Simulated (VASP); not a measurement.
ZnSe (l), 2 atoms in the cell. The structure is cubic, space group F-43m (No. 216). Conventional cell: a = 5.568 Å, b = 5.568 Å, c = 5.568 Å, α = 90.00°, β = 90.00°, γ = 90.00°. Within 3.2 Å of Zn (site symmetry -43m) lie 4 Se at 2.41 Å. Within 3.2 Å of Se (site symmetry -43m) lie 4 Zn at 2.41 Å. 

- Program: VASP 6.6.1
- Task: single point
- Functional: LDA
- Potentials or basis: VASP PAW LDA potentials, release 64 (Zn, Se)
- Cutoff: 500 eV
- k mesh: 8 × 8 × 8
- Occupations: gaussian, width 0.02 eV
- Spin: no spin polarisation
- Dipole correction: no
- Further INCAR settings: ALGO = Normal; EDIFF = 1e-06; NBANDS = 16

Potentials or basis: VASP PAW LDA potentials, release 64 (Zn, Se).

The run is started by

```console
$ cat potpaw_LDA.64/Zn/POTCAR potpaw_LDA.64/Se/POTCAR > POTCAR
$ mpirun -np 1 vasp_std > vasp.out
```

Hardware: 1 thread of Intel Xeon 8259CL, on a shared host.

Estimate the wall time of this run.

Run time: 38 s on 1 thread of Intel Xeon 8259CL (shared host), peak memory 0.16 GiB. Counts: scf iterations 12, k points 29.
